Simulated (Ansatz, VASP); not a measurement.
**CdSe: VASP beside Ansatz**

```
Cd Se
1.0
     4.34609    0.00000    0.00000
    -2.17304    3.76382    0.00000
     0.00000    0.00000    7.08984
Cd Se
2 2
Direct
  0.66667 0.33333 0.49995
  0.33333 0.66667 0.99995
  0.66667 0.33333 0.87591
  0.33333 0.66667 0.37591
```

Alike in both runs: task relaxation of cell and atoms; functional PBE; k mesh 6 × 6 × 4; occupations gaussian, width 0.02 eV; no spin polarisation.

|  | VASP | Ansatz |
| --- | --- | --- |
| version | VASP 6.6.1 | Ansatz 0.2.0 |
| potentials or method | VASP PAW PBE potentials, release 64 (Cd, Se), cutoff 600 eV | scalar-relativistic, plane waves, PAW |
| valence electrons in the cell | 36 | 72 |

Ansatz gave:

```
gap on the k mesh at the Fermi level, each at its own relaxed structure (eV) : 0.54
relaxed volume (Å³/atom)                                                     : 29.77
relaxed cell length with the largest relative difference (Å)                 : 4.384
```

Problem. Which values does VASP return?

Solution. gap on the k mesh at the Fermi level, each at its own relaxed structure (eV): 0.53; relaxed volume (Å³/atom): 29.90; relaxed cell length with the largest relative difference (Å): 4.391.

VASP's potentials hold 36 valence electrons a cell and Ansatz's 72, so a difference there can come from the potentials and not from the codes.
